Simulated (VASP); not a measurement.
# B4As3N (I-42m) in VASP: single point with PBE

Aim: the single point of B4As3N with PBE.

All numbers are computed with VASP 6.6.1; they aren't measurements. Logs are shortened: lines on timing, memory, paths and dates and some standing lists are left out, and cuts for length are marked.

**1. The cell of the first run**

It takes space group I-42m (No. 121, tetragonal). Conventional cell: a = 4.522 Å, b = 4.522 Å, c = 8.899 Å, α = 90.00°, β = 90.00°, γ = 90.00°. Within 2.2 Å of N (site symmetry -42m) lie 4 B at 1.63 Å. Within 2.2 Å of B (site symmetry m) lie 1 N at 1.63 Å and 3 As at 2.04 to 2.14 Å. As (site symmetry -4) has 4 B at 2.04 Å within 2.7 Å. As (site symmetry -42m) has 4 B at 2.14 Å within 2.8 Å.

**2. Single point, PBE, non-collinear spin, zero start, spin-orbit coupling**

Contents of INCAR:

```
SYSTEM = B4As3N
PREC = Accurate ; ENCUT = 520
EDIFF = 1E-6 ; ISMEAR = -1
SIGMA = 0.02 ; LREAL = .FALSE.
LASPH = .TRUE. ; NELM = 150
ALGO = Normal ; ISIF = 2
LWAVE = .FALSE. ; LCHARG = .FALSE.
LNONCOLLINEAR = .TRUE. ; MAGMOM = 0 0 0 0 0 0 0 0 0 0 0 0 0 0 0 0 0 0 0 0 0 0 0 0
LORBIT = 11 ; LSORBIT = .TRUE.
GGA_COMPAT = .FALSE. ; LORBMOM = .TRUE.
GGA = PE ; NBANDS = 50
```

Contents of KPOINTS:

```
regular mesh
0
G
  8 8 8
  0 0 0
```

Contents of POSCAR:

```
B4As3N
1.0
   -2.2610268787      2.2610268787      4.4492876299
    2.2610268787     -2.2610268787      4.4492876299
    2.2610268787      2.2610268787     -4.4492876299
N B As
1 4 3
Direct
    0.0000000000      0.0000000000      0.0000000000
    0.6857709925      0.6857709925      0.5939923286
    0.9082213362      0.3142290075      0.0000000000
    0.0917786638      0.0917786638      0.4060076714
    0.3142290075      0.9082213362      0.0000000000
    0.2500000000      0.7500000000      0.5000000000
    0.5000000000      0.5000000000      0.0000000000
    0.7500000000      0.2500000000      0.5000000000
```

Potentials or basis: VASP PAW PBE potentials, release 64 (N, B, As).

The run is started by

```sh
$ cat potpaw_PBE.64/N/POTCAR potpaw_PBE.64/B/POTCAR potpaw_PBE.64/As/POTCAR > POTCAR
$ mpirun -np 1 vasp_ncl > vasp.out
```

OUTCAR:

```text
SYSTEM = B4As3N
   PREC = Accurate
   ENCUT = 520
   EDIFF = 1E-6
   ISMEAR = -1
   LREAL = .FALSE.
   LASPH = .TRUE.
   NELM = 150
   ISIF = 2
   LNONCOLLINEAR = .TRUE.
   LORBIT = 11
   LSORBIT = .TRUE.
   GGA = PE

 ion  position               nearest neighbor table
   1  0.000  0.000  0.000-   2 1.63   3 1.63   5 1.63   4 1.63
   2  0.686  0.686  0.594-   1 1.63   6 2.04   8 2.04   7 2.14
   3  0.908  0.314  0.000-   1 1.63   6 2.04   8 2.04   7 2.14
   4  0.092  0.092  0.406-   1 1.63   6 2.04   8 2.04   7 2.14
   5  0.314  0.908  0.000-   1 1.63   8 2.04   6 2.04   7 2.14
   6  0.250  0.750  0.500-   4 2.04   5 2.04   3 2.04   2 2.04
   7  0.500  0.500  0.000-   2 2.14   4 2.14   5 2.14   3 2.14
   8  0.750  0.250  0.500-   4 2.04   3 2.04   5 2.04   2 2.04

  LATTYP: Found a body centered tetragonal cell.
 ALAT       =     4.5220537574
 C/A-ratio  =     1.9678172214

  Lattice vectors:

 A1 = (  -2.2610268787,   2.2610268787,   4.4492876299)
 A2 = (   2.2610268787,  -2.2610268787,   4.4492876299)
 A3 = (   2.2610268787,   2.2610268787,  -4.4492876299)

Analysis of symmetry for initial positions (statically):
=====================================================================
 Subroutine PRICEL returns:
 Original cell was already a primitive cell.

 Routine SETGRP: Setting up the symmetry group for a
 body centered tetragonal supercell.

 Subroutine GETGRP returns: Found  8 space group operations
 (whereof  8 operations were pure point group operations)
 out of a pool of 16 trial point group operations.

The static configuration has the point symmetry D_2d.

Analysis of symmetry for dynamics (positions and initial velocities):
=====================================================================
 Subroutine PRICEL returns:
 Original cell was already a primitive cell.

 Routine SETGRP: Setting up the symmetry group for a
 body centered tetragonal supercell.

 Subroutine GETGRP returns: Found  8 space group operations
 (whereof  8 operations were pure point group operations)
 out of a pool of 16 trial point group operations.

The dynamic configuration has the point symmetry D_2d.

Analysis of structural, dynamic, and magnetic symmetry:
=====================================================================
 Subroutine PRICEL returns:
 Original cell was already a primitive cell.

 Routine SETGRP: Setting up the symmetry group for a
 body centered tetragonal supercell.

 Subroutine GETGRP returns: Found  8 space group operations
 (whereof  8 operations were pure point group operations)
 out of a pool of 16 trial point group operations.

The overall configuration has the point symmetry D_2d.

 Subroutine INISYM returns: Found  8 space group operations
 (whereof  8 operations are pure point group operations),
 and found     1 'primitive' translations

----------------------------------------------------------------------------------------

                                     Primitive cell

  volume of cell :      90.9834

  direct lattice vectors                    reciprocal lattice vectors
    -2.261026879  2.261026879  4.449287630     0.000000000  0.221138459  0.112377540
     2.261026879 -2.261026879  4.449287630     0.221138459  0.000000000  0.112377540
     2.261026879  2.261026879 -4.449287630     0.221138459  0.221138459  0.000000000

  length of vectors
     5.479109919  5.479109919  5.479109919     0.248054288  0.248054288  0.312737008

  position of ions in fractional coordinates (direct lattice)
     0.000000000  0.000000000  0.000000000
     0.685770992  0.685770992  0.593992329
     0.908221336  0.314229008  0.000000000
     0.091778664  0.091778664  0.406007671
     0.314229008  0.908221336  0.000000000
     0.250000000  0.750000000  0.500000000
     0.500000000  0.500000000  0.000000000
     0.750000000  0.250000000  0.500000000

  ion indices of the primitive-cell ions
   primitive index   ion index
                 1           1
                 2           2
                 3           3
                 4           4
[... 1274 lines left out ...]
  Total        1.5878896      1.5878896      1.5676213      0.0000000     -0.0000000      0.0000000
  in kB       27.9620466     27.9620466     27.6051303      0.0000000     -0.0000000      0.0000000
  external PRESSURE =      27.8430745 kB  Pullay stress =       0.0000000 kB

 VOLUME and BASIS-vectors are now :
 -----------------------------------------------------------------------------
  energy-cutoff  :      520.00
  volume of cell :       90.98
      direct lattice vectors                 reciprocal lattice vectors
    -2.261026879  2.261026879  4.449287630     0.000000000  0.221138459  0.112377540
     2.261026879 -2.261026879  4.449287630     0.221138459  0.000000000  0.112377540
     2.261026879  2.261026879 -4.449287630     0.221138459  0.221138459  0.000000000

 POSITION                                       TOTAL-FORCE (eV/Angst)
 -----------------------------------------------------------------------------------
      0.00000      0.00000      0.00000        -0.000000     -0.000000      0.000000
      1.34303      1.34303      3.45954         0.103215      0.103215      0.158546
     -1.34303      1.34303      5.43903        -0.103215      0.103215     -0.158546
      0.91799      0.91799     -0.98975        -0.103215     -0.103215      0.158546
      1.34303     -1.34303      5.43903         0.103215     -0.103215     -0.158546
      2.26103      0.00000      2.22464        -0.000000      0.000000      0.000000
      0.00000      0.00000      4.44929        -0.000000     -0.000000      0.000000
      0.00000      2.26103      2.22464        -0.000000      0.000000      0.000000
 -----------------------------------------------------------------------------------
    total drift:                                0.000001      0.000001      0.000000

  FREE ENERGIE OF THE ION-ELECTRON SYSTEM (eV)
  ---------------------------------------------------
  free  energy   TOTEN  =       -49.2215015071 eV

  energy  without entropy=      -49.2215015071  energy(sigma->0) =      -49.22150151

 orbital moment (x)

 # of ion     p       d       tot
 ----------------------------------------
  1        -0.000   0.000  -0.000
  2        -0.000   0.000  -0.000
  3         0.000   0.000   0.000
  4         0.000   0.000   0.000
  5        -0.000   0.000  -0.000
  6         0.000  -0.000  -0.000
  7         0.000   0.000   0.000
  8         0.000   0.000   0.000
 ----------------------------------------
            0.000   0.000   0.000

 orbital moment (y)

 # of ion     p       d       tot
 ----------------------------------------
  1         0.000   0.000   0.000
  2         0.000   0.000   0.000
  3         0.000   0.000   0.000
  4        -0.000   0.000  -0.000
  5        -0.000   0.000  -0.000
  6         0.000   0.000   0.000
  7         0.000   0.000   0.000
  8         0.000   0.000   0.000
 ----------------------------------------
            0.000   0.000   0.000

 orbital moment (z)

 # of ion     p       d       tot
 ----------------------------------------
  1         0.000   0.000   0.000
  2         0.000   0.000   0.000
  3         0.000   0.000   0.000
  4         0.000   0.000   0.000
  5         0.000   0.000   0.000
  6        -0.000  -0.000  -0.000
  7         0.000   0.000   0.000
  8         0.000   0.000   0.000
 ----------------------------------------
            0.000  -0.000   0.000

 Spin-Orbit-Coupling matrix elements

 Ion:    1  E_soc:     -0.0000503
 l=   1
     0.0000000    -0.0000085    -0.0000082
    -0.0000085     0.0000000    -0.0000085
    -0.0000082    -0.0000085     0.0000000
 l=   2
     0.0000000     0.0000000     0.0000000     0.0000000     0.0000000
     0.0000000     0.0000000     0.0000000     0.0000000     0.0000000
     0.0000000     0.0000000     0.0000000     0.0000000     0.0000000
     0.0000000     0.0000000     0.0000000     0.0000000     0.0000000
     0.0000000     0.0000000     0.0000000     0.0000000     0.0000000
 l=   3
     0.0000000     0.0000000     0.0000000     0.0000000     0.0000000     0.0000000     0.0000000
     0.0000000     0.0000000     0.0000000     0.0000000     0.0000000     0.0000000     0.0000000
     0.0000000     0.0000000     0.0000000     0.0000000     0.0000000     0.0000000     0.0000000
     0.0000000     0.0000000     0.0000000     0.0000000     0.0000000     0.0000000     0.0000000
[... 129 lines left out ...]
 l=   2
     0.0000000    -0.0000111     0.0000000    -0.0000111    -0.0000160
    -0.0000111     0.0000000    -0.0000126    -0.0000171    -0.0000083
     0.0000000    -0.0000126     0.0000000    -0.0000126     0.0000000
    -0.0000111    -0.0000171    -0.0000126     0.0000000    -0.0000083
    -0.0000160    -0.0000083     0.0000000    -0.0000083     0.0000000
 l=   3
     0.0000000     0.0000000     0.0000000     0.0000000     0.0000000     0.0000000     0.0000000
     0.0000000     0.0000000     0.0000000     0.0000000     0.0000000     0.0000000     0.0000000
     0.0000000     0.0000000     0.0000000     0.0000000     0.0000000     0.0000000     0.0000000
     0.0000000     0.0000000     0.0000000     0.0000000     0.0000000     0.0000000     0.0000000
     0.0000000     0.0000000     0.0000000     0.0000000     0.0000000     0.0000000     0.0000000
     0.0000000     0.0000000     0.0000000     0.0000000     0.0000000     0.0000000     0.0000000
     0.0000000     0.0000000     0.0000000     0.0000000     0.0000000     0.0000000     0.0000000

 total charge

# of ion       s       p       d       tot
------------------------------------------
    1        1.204   2.572   0.000   3.776
    2        0.654   1.175   0.000   1.829
    3        0.654   1.175   0.000   1.829
    4        0.654   1.175   0.000   1.829
    5        0.654   1.175   0.000   1.829
    6        1.178   1.716   0.104   2.998
    7        1.185   1.638   0.067   2.890
    8        1.178   1.716   0.104   2.998
--------------------------------------------------
tot          7.361  12.340   0.275  19.976

 magnetization (x)

# of ion       s       p       d       tot
------------------------------------------
    1        0.000  -0.000   0.000  -0.000
    2        0.000  -0.000   0.000   0.000
    3       -0.000   0.000   0.000  -0.000
    4       -0.000   0.000   0.000  -0.000
    5        0.000  -0.000   0.000   0.000
    6        0.000   0.000  -0.000  -0.000
    7       -0.000   0.000   0.000  -0.000
    8       -0.000   0.000  -0.000  -0.000
--------------------------------------------------
tot          0.000  -0.000  -0.000  -0.000

 magnetization (y)

# of ion       s       p       d       tot
------------------------------------------
    1       -0.000   0.000   0.000   0.000
    2       -0.000   0.000   0.000  -0.000
    3       -0.000   0.000   0.000  -0.000
    4        0.000  -0.000   0.000   0.000
    5        0.000  -0.000   0.000   0.000
    6        0.000   0.000   0.000   0.000
    7        0.000   0.000  -0.000   0.000
    8        0.000   0.000   0.000   0.000
--------------------------------------------------
tot          0.000   0.000   0.000   0.000

 magnetization (z)

# of ion       s       p       d       tot
------------------------------------------
    1       -0.000  -0.000   0.000  -0.000
    2        0.000   0.000   0.000   0.000
    3        0.000   0.000   0.000   0.000
    4        0.000   0.000   0.000   0.000
    5        0.000  -0.000   0.000  -0.000
    6        0.000   0.000   0.000   0.000
    7        0.000   0.000   0.000   0.000
    8       -0.000  -0.000  -0.000  -0.000
--------------------------------------------------
tot          0.000  -0.000  -0.000   0.000
```

Wall time 27 min (1 thread of Oxide Virtual Turin-like, shared host); peak memory 0.87 GiB.

What came out:

```yaml
Free_energy: -49.2215 eV
Pressure: 2.8 GPa
Largest_force: 0.216 eV/Å
Net_moment: 0.00 μB per cell
Valence_electrons_inside_the_program's_atomic_spheres: N 3.78; B 1.83; As 3.00, 2.89 (each value once)
```

Forces on the atoms (eV/Å):
```
N    0.000  0.000  0.000
B    0.103  0.103  0.159
B   -0.103  0.103 -0.159
B   -0.103 -0.103  0.159
B    0.103 -0.103 -0.159
As   0.000  0.000  0.000
As   0.000  0.000  0.000
As   0.000  0.000  0.000
```

Moments on the atoms (μB; x, y, z):
```
N   0.00 0.00 0.00
B   0.00 0.00 0.00
B   0.00 0.00 0.00
B   0.00 0.00 0.00
B   0.00 0.00 0.00
As  0.00 0.00 0.00
As  0.00 0.00 0.00
As  0.00 0.00 0.00
```
